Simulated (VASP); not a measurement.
# CdS (Hawleyite) (F-43m) in VASP: notebook

The runs below take CdS (Hawleyite) through single point, relaxation of cell and atoms, with PBE, PBEsol, PBEsol-based global hybrid.

Everything below comes from runs of VASP 6.6.1. Logs are shortened: lines on timing, memory, paths and dates and some standing lists are left out, and cuts for length are marked.

### Step 1. The cell of the first run

Symmetry: F-43m, No. 216, cubic system. Conventional cell: a = 5.833 Å, b = 5.833 Å, c = 5.833 Å, α = 90.00°, β = 90.00°, γ = 90.00°. Within 3.3 Å of Cd (site symmetry -43m) lie 4 S at 2.53 Å. S (site symmetry -43m) has 4 Cd at 2.53 Å within 3.3 Å.

### Step 2. Single point, PBE

Contents of INCAR:

```
PREC     = Accurate       # precision mode
ENCUT    = 500            # plane-wave cutoff, eV
EDIFF    = 1E-6           # SCF threshold, eV
ISMEAR   = -1             # smearing method
SIGMA    = 0.04           # smearing width, eV
LREAL    = False          # projectors in reciprocal space
LASPH    = True           # aspherical terms in the spheres
NELM     = 120            # most SCF steps
ALGO     = Normal         # electronic algorithm
ISIF     = 2              # what is computed and relaxed
LWAVE    = False          # write WAVECAR
LCHARG   = False          # write CHGCAR
GGA      = PE             # functional
NBANDS   = 16             # bands
GGA_COMPAT= False
```

Contents of KPOINTS:

```
regular mesh
0
Gamma
  4 4 4
```

Contents of POSCAR:

```
CdS
1.0
    0.0000000000      2.9165000000      2.9165000000
    2.9165000000      0.0000000000      2.9165000000
    2.9165000000      2.9165000000      0.0000000000
Cd S
1 1
Direct
    0.0000000000      0.0000000000      0.0000000000
    0.7500000000      0.7500000000      0.7500000000
```

Potentials or basis: VASP PAW PBE potentials, release 64 (Cd, S).

Started as:

```
$ cat potpaw_PBE.64/Cd/POTCAR potpaw_PBE.64/S/POTCAR > POTCAR
$ mpirun -np 1 vasp_std > vasp.out
```

OUTCAR:

```text
PREC = Accurate
   ENCUT = 500
   EDIFF = 1E-6
   ISMEAR = -1
   LREAL = False
   LASPH = True
   NELM = 120
   ISIF = 2
   GGA = PE

 ion  position               nearest neighbor table
   1  0.000  0.000  0.000-   2 2.53   2 2.53   2 2.53   2 2.53
   2  0.750  0.750  0.750-   1 2.53   1 2.53   1 2.53   1 2.53

  LATTYP: Found a face centered cubic cell.
 ALAT       =     5.8330000000

  Lattice vectors:

 A1 = (   0.0000000000,   2.9165000000,   2.9165000000)
 A2 = (   2.9165000000,   0.0000000000,   2.9165000000)
 A3 = (   2.9165000000,   2.9165000000,   0.0000000000)

Analysis of symmetry for initial positions (statically):
=====================================================================
 Subroutine PRICEL returns:
 Original cell was already a primitive cell.

 Routine SETGRP: Setting up the symmetry group for a
 face centered cubic supercell.

 Subroutine GETGRP returns: Found 24 space group operations
 (whereof 24 operations were pure point group operations)
 out of a pool of 48 trial point group operations.

The static configuration has the point symmetry T_d .

Analysis of symmetry for dynamics (positions and initial velocities):
=====================================================================
 Subroutine PRICEL returns:
 Original cell was already a primitive cell.

 Routine SETGRP: Setting up the symmetry group for a
 face centered cubic supercell.

 Subroutine GETGRP returns: Found 24 space group operations
 (whereof 24 operations were pure point group operations)
 out of a pool of 48 trial point group operations.

The dynamic configuration has the point symmetry T_d .

 Subroutine INISYM returns: Found 24 space group operations
 (whereof 24 operations are pure point group operations),
 and found     1 'primitive' translations

----------------------------------------------------------------------------------------

                                     Primitive cell

  volume of cell :      49.6153

  direct lattice vectors                    reciprocal lattice vectors
     0.000000000  2.916500000  2.916500000    -0.171438368  0.171438368  0.171438368
     2.916500000  0.000000000  2.916500000     0.171438368 -0.171438368  0.171438368
     2.916500000  2.916500000  0.000000000     0.171438368  0.171438368 -0.171438368

  length of vectors
     4.124553855  4.124553855  4.124553855     0.296939964  0.296939964  0.296939964

  position of ions in fractional coordinates (direct lattice)
     0.000000000  0.000000000  0.000000000
     0.750000000  0.750000000  0.750000000

  ion indices of the primitive-cell ions
   primitive index   ion index
                 1           1
                 2           2

----------------------------------------------------------------------------------------

 KPOINTS: regular mesh

Automatic generation of k-mesh.
 Grid dimensions read from file:
 generate k-points for:    4    4    4

 Generating k-lattice:

  Cartesian coordinates                     Fractional coordinates (reciprocal lattice)
    -0.042859592  0.042859592  0.042859592     0.250000000  0.000000000  0.000000000
     0.042859592 -0.042859592  0.042859592     0.000000000  0.250000000  0.000000000
     0.042859592  0.042859592 -0.042859592     0.000000000  0.000000000  0.250000000

  Length of vectors
     0.074234991  0.074234991  0.074234991

  Shift w.r.t. Gamma in fractional coordinates (k-lattice)
     0.000000000  0.000000000  0.000000000

 Subroutine IBZKPT returns following result:
 ===========================================

 Found      8 irreducible k-points:

 Following reciprocal coordinates:
            Coordinates               Weight
  0.000000  0.000000  0.000000      1.000000
  0.250000  0.000000  0.000000      8.000000
  0.500000  0.000000  0.000000      4.000000
  0.250000  0.250000  0.000000      6.000000
  0.500000  0.250000  0.000000     24.000000
 -0.250000  0.250000  0.000000     12.000000
  0.500000  0.500000  0.000000      3.000000
 -0.250000  0.500000  0.250000      6.000000
   k-points           NKPTS =      8   k-points in BZ     NKDIM =      8   number of bands    NBANDS=     16
   number of dos      NEDOS =    301   number of ions     NIONS =      2
   total plane-waves  NPLWV =  27000
   dimension x,y,z NGX =    30 NGY =   30 NGZ =   30
   dimension x,y,z NGXF=    60 NGYF=   60 NGZF=   60
   ions per type =               1   1
   NGX,Y,Z   is equivalent  to a cutoff of  12.09, 12.09, 12.09 a.u.
   NGXF,Y,Z  is equivalent  to a cutoff of  24.18, 24.18, 24.18 a.u.
 SYSTEM =  unknown system
   PREC   = accura    normal or accurate (medium, high low for compatibility)
   ISTART =      0    job   : 0-new  1-cont  2-samecut
   ICHARG =      2    charge: 1-file 2-atom 10-const
   ISPIN  =      1    spin polarized calculation?
   LNONCOLLINEAR =      F non collinear calculations
   LSORBIT =      F    spin-orbit coupling
   LASPH  =      T    aspherical Exc in radial PAW
[... 85 lines left out ...]
      9       0.9396      2.00000
     10       4.1121      0.00000
     11       7.6312      0.00000
     12       8.3734      0.00000
     13       8.3734      0.00000
     14      11.9723      0.00000
     15      11.9723      0.00000
     16      12.6610      0.00000

 k-point     3 :       0.5000    0.0000    0.0000
  band No.  band energies     occupation
      1     -10.6038      2.00000
      2      -6.2920      2.00000
      3      -6.2920      2.00000
      4      -5.8967      2.00000
      5      -5.8967      2.00000
      6      -5.5522      2.00000
      7      -3.0742      2.00000
      8       0.5844      2.00000
      9       0.5844      2.00000
     10       4.3406      0.00000
     11       8.3343      0.00000
     12       8.3343      0.00000
     13       8.8119      0.00000
     14      12.4170      0.00000
     15      13.8780      0.00000
     16      13.8780      0.00000

 k-point     4 :       0.2500    0.2500    0.0000
  band No.  band energies     occupation
      1     -10.7476      2.00000
      2      -6.2529      2.00000
      3      -6.2529      2.00000
      4      -6.2395      2.00000
      5      -5.9506      2.00000
      6      -5.8912      2.00000
      7      -0.9860      2.00000
      8       0.3132      2.00000
      9       0.3132      2.00000
     10       4.9342      0.00000
     11       6.1466      0.00000
     12       9.4771      0.00000
     13       9.4771      0.00000
     14       9.7554      0.00000
     15      13.1836      0.00000
     16      16.0364      0.00000

 k-point     5 :       0.5000    0.2500    0.0000
  band No.  band energies     occupation
      1     -10.5395      2.00000
      2      -6.2385      2.00000
      3      -6.1751      2.00000
      4      -6.0244      2.00000
      5      -5.8818      2.00000
      6      -5.5188      2.00000
      7      -2.5383      2.00000
      8      -0.6341      2.00000
      9      -0.0126      2.00000
     10       5.5432      0.00000
     11       6.8203      0.00000
     12       8.9312      0.00000
     13       9.7534      0.00000
     14      11.7746      0.00000
     15      13.9948      0.00000
     16      14.9524      0.00000

 k-point     6 :      -0.2500    0.2500    0.0000
  band No.  band energies     occupation
      1     -10.6075      2.00000
      2      -6.2603      2.00000
      3      -6.2468      2.00000
      4      -5.9591      2.00000
      5      -5.9459      2.00000
      6      -5.6810      2.00000
      7      -2.1598      2.00000
      8      -0.7023      2.00000
      9       0.5659      2.00000
     10       5.6198      0.00000
     11       7.4830      0.00000
     12       8.0749      0.00000
     13       9.0215      0.00000
     14      11.5739      0.00000
     15      13.6675      0.00000
     16      14.6975      0.00000

 k-point     7 :       0.5000    0.5000    0.0000
  band No.  band energies     occupation
      1     -10.4723      2.00000
      2      -6.1997      2.00000
      3      -6.0636      2.00000
      4      -6.0636      2.00000
      5      -5.8474      2.00000
      6      -5.4869      2.00000
      7      -2.6251      2.00000
      8      -0.5457      2.00000
      9      -0.5457      2.00000
     10       4.8755      0.00000
     11       5.6772      0.00000
     12      10.5689      0.00000
     13      12.1081      0.00000
     14      12.1081      0.00000
     15      13.6933      0.00000
     16      14.8290      0.00000

 k-point     8 :      -0.2500    0.5000    0.2500
  band No.  band energies     occupation
      1     -10.4741      2.00000
      2      -6.1806      2.00000
      3      -6.1605      2.00000
      4      -5.9735      2.00000
      5      -5.9270      2.00000
      6      -5.3011      2.00000
      7      -2.5702      2.00000
      8      -0.9346      2.00000
      9      -0.8597      2.00000
     10       6.7637      0.00000
     11       6.7660      0.00000
     12       8.5701      0.00000
     13       9.4023      0.00000
     14      12.4279      0.00000
     15      14.5497      0.00000
     16      14.6538      0.00000

------------------------ aborting loop because EDIFF is reached ----------------------------------------

  FORCE on cell =-STRESS in cart. coord.  units (eV):
  Direction    XX          YY          ZZ          XY          YZ          ZX
  --------------------------------------------------------------------------------------
  -------------------------------------------------------------------------------------
  Total        1.0397026      1.0397026      1.0397026      0.0000000      0.0000000      0.0000000
  in kB       33.5740547     33.5740547     33.5740547      0.0000000      0.0000000      0.0000000
  external PRESSURE =      33.5740547 kB  Pullay stress =       0.0000000 kB

 VOLUME and BASIS-vectors are now :
 -----------------------------------------------------------------------------
  energy-cutoff  :      500.00
  volume of cell :       49.62
      direct lattice vectors                 reciprocal lattice vectors
     0.000000000  2.916500000  2.916500000    -0.171438368  0.171438368  0.171438368
     2.916500000  0.000000000  2.916500000     0.171438368 -0.171438368  0.171438368
     2.916500000  2.916500000  0.000000000     0.171438368  0.171438368 -0.171438368

 POSITION                                       TOTAL-FORCE (eV/Angst)
 -----------------------------------------------------------------------------------
      0.00000      0.00000      0.00000         0.000000      0.000000      0.000000
      4.37475      4.37475      4.37475        -0.000000     -0.000000     -0.000000
 -----------------------------------------------------------------------------------
    total drift:                                0.000000      0.000000      0.000000

  FREE ENERGIE OF THE ION-ELECTRON SYSTEM (eV)
  ---------------------------------------------------
  free  energy   TOTEN  =        -6.0877902068 eV

  energy  without entropy=       -6.0877901633  energy(sigma->0) =       -6.08779019
```

Wall time 12 s (1 thread of Intel Xeon Platinum 8259CL at 2.50GHz (Skylake/Cascade Lake), shared host); peak memory 0.16 GiB.

Results:

```yaml
Free_energy: -6.0878 eV
Pressure: 3.4 GPa
Band_gap_on_the_k_mesh: 1.14 eV, direct
```

Caveat: the k points lie up to 0.47 Å⁻¹ apart.

### Step 3. Single point, PBEsol, non-collinear spin, zero start, spin-orbit coupling

Contents of INCAR:

```
SYSTEM = CdS
  ALGO = Normal
  EDIFF = 1E-6
  ENCUT = 520
  GGA = PS
  GGA_COMPAT = .False.
  ISIF = 2
  ISMEAR = -1
  LASPH = .True.
  LCHARG = .True.
  LORBIT = 11
  LORBMOM = .True.
  LREAL = .False.
  LSORBIT = .True.
  LVHAR = .True.
  LWAVE = .False.
  MAGMOM = 0 0 0 0 0 0
  NBANDS = 30
  NELM = 150
  PREC = Accurate
  SIGMA = 0.05
```

Contents of KPOINTS:

```
k-points
0
Gamma
  6 6 6
  0 0 0
```

POSCAR is that of step 2.

Potentials or basis: VASP PAW PBE potentials, release 64 (Cd, S).

Started as:

```
$ cat potpaw_PBE.64/Cd/POTCAR potpaw_PBE.64/S/POTCAR > POTCAR
$ mpirun -np 1 vasp_ncl > vasp.out
```

It took 80 s on 1 thread of Intel Xeon 6975P-C, shared host; peak memory 0.33 GiB.

It converged, with:

* Free energy: -6.8407 eV
* Pressure: 0.1 GPa
* Net moment: 0.00 μB per cell
* Valence electrons inside the program's atomic spheres: Cd 10.32; S 3.69

Moments on the atoms (μB; x, y, z):
```
Cd  0.00 0.00 0.00
S   0.00 0.00 0.00
```

Caveat: the PAW data sets were made with another functional, which shifts forces and pressure a little.

### Step 4. Single point, PBEsol-based global hybrid

This run uses another cell than the first one, of 24.60 Å³/atom, 0.992 times its volume.

Contents of POSCAR:

```
CdS
1.0
    0.0000000000      2.9083284859      2.9083284859
    2.9083284859      0.0000000000      2.9083284859
    2.9083284859      2.9083284859      0.0000000000
Cd S
1 1
Direct
    0.0000000000      0.0000000000      0.0000000000
    0.7500000000      0.7500000000      0.7500000000
```

Contents of INCAR.step1:

```
PREC     = Accurate       # precision mode
ENCUT    = 520            # plane-wave cutoff, eV
EDIFF    = 1E-5           # SCF threshold, eV
ISMEAR   = -1             # smearing method
SIGMA    = 0.05           # smearing width, eV
LREAL    = F              # projectors in reciprocal space
LASPH    = T              # aspherical terms in the spheres
NELM     = 80             # most SCF steps
ALGO     = Normal         # electronic algorithm
ISIF     = 2              # what is computed and relaxed
LWAVE    = T              # write WAVECAR
LCHARG   = F              # write CHGCAR
NBANDS   = 16             # bands
GGA      = PE             # functional
```

Contents of INCAR.step2:

```
PREC     = Accurate       # precision mode
ENCUT    = 520            # plane-wave cutoff, eV
EDIFF    = 1E-6           # SCF threshold, eV
ISMEAR   = -1             # smearing method
SIGMA    = 0.05           # smearing width, eV
LREAL    = F              # projectors in reciprocal space
LASPH    = T              # aspherical terms in the spheres
NELM     = 80             # most SCF steps
ALGO     = Normal         # electronic algorithm
ISIF     = 2              # what is computed and relaxed
LWAVE    = F              # write WAVECAR
LCHARG   = F              # write CHGCAR
GGA      = PS             # functional
LHFCALC  = T              # exact exchange
AEXX     = 0.25           # exact-exchange fraction
PRECFOCK = Normal       
NBANDS   = 16             # bands
ISTART   = 1
```

Contents of KPOINTS:

```
regular mesh
0
Gamma
  4 4 4
```

Started as:

```
$ cat potpaw_PBE.64/Cd/POTCAR potpaw_PBE.64/S/POTCAR > POTCAR
$ cp INCAR.step1 INCAR
$ mpirun -np 1 vasp_std > vasp.out
$ cp INCAR.step2 INCAR
$ mpirun -np 1 vasp_std > vasp.out
```

Run time: 4.3 min. Hardware: 1 thread of Intel Xeon Platinum 8488C (Sapphire Rapids), shared host; peak memory 0.18 GiB.

It converged, with:

```yaml
Free_energy: -8.6628 eV
Pressure: 0.3 GPa
Band_gap_on_the_k_mesh: 2.78 eV, direct
```

Levels at points of the mesh, in eV from the valence-band top:
```tsv
k point	band 6	band 7	band 8	band 9	band 10	band 11	band 12	band 13
(0.00, 0.00, 0.00)	-8.43	0.00	0.00	0.00	2.78	8.37	8.37	8.37
(0.50, 0.00, 0.00)	-8.01	-4.86	-0.84	-0.84	4.75	8.82	8.82	9.32
(0.50, 0.50, 0.00)	-7.92	-4.36	-2.09	-2.09	5.01	6.13	11.23	13.00
```

Caveat: the k points lie up to 0.47 Å⁻¹ apart; the PAW data sets were made with another functional, which shifts forces and pressure a little.

### Step 5. Relaxation of cell and atoms, PBEsol-based global hybrid

Contents of POSCAR:

```
CdS
1.0
    0.0000000000      2.9165000000      2.9165000000
    2.9165000000      0.0000000000      2.9165000000
    2.9165000000      2.9165000000      0.0000000000
Cd S
1 1
Direct
    0.0000000000      0.0000000000      0.0000000000
    0.7500000000      0.7500000000      0.7500000000
```

Contents of INCAR.step1:

```
PREC     = Accurate       # precision mode
ENCUT    = 600            # plane-wave cutoff, eV
EDIFF    = 1E-5           # SCF threshold, eV
ISMEAR   = -1             # smearing method
SIGMA    = 0.05           # smearing width, eV
LREAL    = False          # projectors in reciprocal space
LASPH    = True           # aspherical terms in the spheres
NELM     = 60             # most SCF steps
ALGO     = Normal         # electronic algorithm
LWAVE    = True           # write WAVECAR
LCHARG   = False          # write CHGCAR
GGA      = PE             # functional
NBANDS   = 16             # bands
```

Contents of INCAR.step2:

```
PREC     = Accurate       # precision mode
ENCUT    = 600            # plane-wave cutoff, eV
EDIFF    = 1E-6           # SCF threshold, eV
ISMEAR   = -1             # smearing method
SIGMA    = 0.05           # smearing width, eV
LREAL    = False          # projectors in reciprocal space
LASPH    = True           # aspherical terms in the spheres
NELM     = 60             # most SCF steps
ALGO     = Normal         # electronic algorithm
ISIF     = 3              # what is computed and relaxed
LWAVE    = False          # write WAVECAR
LCHARG   = False          # write CHGCAR
GGA      = PS             # functional
LHFCALC  = True           # exact exchange
AEXX     = 0.25           # exact-exchange fraction
PRECFOCK = Normal       
IBRION   = 2              # ionic algorithm
NSW      = 60             # ionic steps
EDIFFG   = -0.01          # ionic threshold
ISTART   = 1
```

Contents of KPOINTS:

```
Automatic mesh
0
Gamma
  4 4 4
```

Started as:

```
$ cat potpaw_PBE.64/Cd/POTCAR potpaw_PBE.64/S/POTCAR > POTCAR
$ cp INCAR.step1 INCAR
$ mpirun -np 1 vasp_std > vasp.out
$ cp INCAR.step2 INCAR
$ mpirun -np 1 vasp_std > vasp.out
```

Run time: 24 min. Hardware: 1 thread of Intel Xeon Platinum 8488C (Sapphire Rapids), shared host; peak memory 0.22 GiB.

Results (log left out):

* Free energy: -8.6634 eV
* Relaxed volume: 24.70 Å³/atom
* Relaxed cell: a = 4.118 Å, b = 4.118 Å, c = 4.118 Å, α = 60.00°, β = 60.00°, γ = 60.00°
* Space group after relaxing (to 0.05 Å): F-43m (No. 216)
* Energy gained by relaxing: 0.1 meV/atom
* Ionic steps: 3
* Pressure after relaxing: 0.0 GPa
* Band gap on the k mesh: 2.77 eV, direct

Step by step:
```tsv
step	energy change (eV)	largest force (eV/Å)	pressure (GPa)	volume (Å³)
1	0.0000	0.0000	-0.36	49.62
2	-0.0001	0.0000	0.23	49.21
3	-0.0002	0.0000	-0.02	49.39
```

Final structure:
```yaml
crystal:
  lattice:
    - [0.00000, 2.91213, 2.91213]
    - [2.91213, 0.00000, 2.91213]
    - [2.91213, 2.91213, 0.00000]
  atoms:
    - { symbol: Cd, position: [0.00000, 0.00000, 0.00000] }
    - { symbol: S, position: [0.75000, 0.75000, 0.75000] }
```

Levels at points of the mesh, in eV from the valence-band top:
```tsv
k point	band 7	band 8	band 9	band 10	band 11	band 12
(0.00, 0.00, 0.00)	0.00	0.00	0.00	2.77	8.37	8.37
(0.50, 0.00, 0.00)	-4.84	-0.83	-0.83	4.74	8.82	8.82
(0.50, 0.50, 0.00)	-4.34	-2.08	-2.08	5.02	6.13	11.21
```

Caveat: the k points lie up to 0.47 Å⁻¹ apart in the final cell; the PAW data sets were made with another functional, which shifts forces and pressure a little.

### Step 6. Overview

| task | level | spin | cell | k mesh | cutoff (eV) | smearing | grid for exact exchange (PRECFOCK) | share of exact exchange | gap on the mesh (eV) | pressure (GPa) |
| --- | --- | --- | --- | --- | --- | --- | --- | --- | --- | --- |
| single point | PBE | off | a = 4.125 Å, angles 60.0°, 2 atoms | 4 × 4 × 4 | 500 | fermi-dirac 0.04 eV | - | - | 1.14 | 3.4 |
| single point | PBEsol | non-collinear, zero start, SOC | a = 4.125 Å, angles 60.0°, 2 atoms | 6 × 6 × 6 | 520 | fermi-dirac 0.05 eV | - | - | - | 0.1 |
| single point | PBEsol-based global hybrid | off | a = 4.113 Å, angles 60.0°, 2 atoms | 4 × 4 × 4 | 520 | fermi-dirac 0.05 eV | Normal | 0.25 | 2.78 | 0.3 |
| relaxation of cell and atoms | PBEsol-based global hybrid | off | relaxed from a = 4.125 Å, angles 60.0°, 2 atoms | 4 × 4 × 4 | 600 | fermi-dirac 0.05 eV | Normal | 0.25 | 2.77 | 0.0 |

Alike in all rows: potentials or basis VASP PAW PBE potentials, release 64 (Cd, S).

Caveats: some runs use coarse meshes; the PAW data sets were made with another functional, which shifts forces and pressure a little (some runs).

Total energies depend on the potentials used, so only differences within one code and one set of settings carry meaning.
